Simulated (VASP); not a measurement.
A run of VASP 6.6.1 is set up as follows.

File INCAR:

```
ALGO = Normal
EDIFF = 1E-6
ENCUT = 750
GGA_COMPAT = F
ISIF = 2
ISMEAR = 0
LASPH = T
LCHARG = T
LELF = T
LREAL = F
LVHAR = T
LWAVE = F
NBANDS = 13
NELM = 120
PREC = Accurate
SIGMA = 0.05
```

KPOINTS

```
k-points
0
Gamma
  12 12 12
```

The input POSCAR:

```
Li2S
1.0
    0.0000000000      2.8445000000      2.8445000000
    2.8445000000      0.0000000000      2.8445000000
    2.8445000000      2.8445000000      0.0000000000
Li S
2 1
Direct
    0.2500000000      0.2500000000      0.2500000000
    0.7500000000      0.7500000000      0.7500000000
    0.0000000000      0.0000000000      0.0000000000
```

Potentials or basis: VASP PAW LDA potentials, release 64 (Li_sv, S).

Launch:

```sh
$ cat potpaw_LDA.64/Li_sv/POTCAR potpaw_LDA.64/S/POTCAR > POTCAR
$ mpirun -np 1 vasp_std > vasp.out
```

(1) Predict the pressure.

(2) Predict the band gap on the k mesh.

Answers

(1) -2.7 GPa.

(2) 3.17 eV (least direct gap 4.09 eV).
